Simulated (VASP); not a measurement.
Runs of VASP 6.6.1 on ZnSe5. The structure is that of space group P-62m (No. 189), or close to it. The cells are those of the table. 

| task | cell | k mesh | cutoff (eV) | gap on the mesh (eV) | pressure (GPa) | relaxed volume (Å³/atom) | largest force (eV/Å) |
| --- | --- | --- | --- | --- | --- | --- | --- |
| single point | a = 6.498, b = 6.498, c = 3.591 Å, angles 90.0, 90.0, 120.0°, 6 atoms | 3 × 3 × 4 | 520 | none | -0.1 | - | 0.01 |
| single point | a = 6.388, b = 6.388, c = 3.670 Å, angles 90.0, 90.0, 120.0°, 6 atoms | 3 × 3 × 6 | 520 | none | (b) | - | 0.02 |
| relaxation of cell and atoms | relaxed from a = 6.498, b = 6.498, c = 3.591 Å, angles 90.0, 90.0, 120.0°, 6 atoms | 3 × 3 × 6 | 600 | none | 0.0 | (a) | 0.02 |
| relaxation of cell and atoms | relaxed from a = 6.388, b = 6.388, c = 3.670 Å, angles 90.0, 90.0, 120.0°, 6 atoms | 6 × 6 × 10 | 600 | none | 0.0 | 21.69 | - |
| single point | a = 6.400, b = 6.400, c = 3.665 Å, angles 90.0, 90.0, 120.0°, 6 atoms | 6 × 6 × 10 | 520 | none | 0.1 | - | 0.01 |

Alike in all rows: level PBE; potentials or basis VASP PAW PBE potentials, release 64 (Zn, Se); no spin polarisation; smearing gaussian 0.1 eV.

**Question.** Fill in the values left out.

**Answer.** (a) 21.67; (b) 0.2.

Caveats: some runs use coarse meshes.

A k mesh can miss the band edges, and the runs leave out spin-orbit coupling on Se.

A gap of «none» marks levels without a gap at the run's occupations.
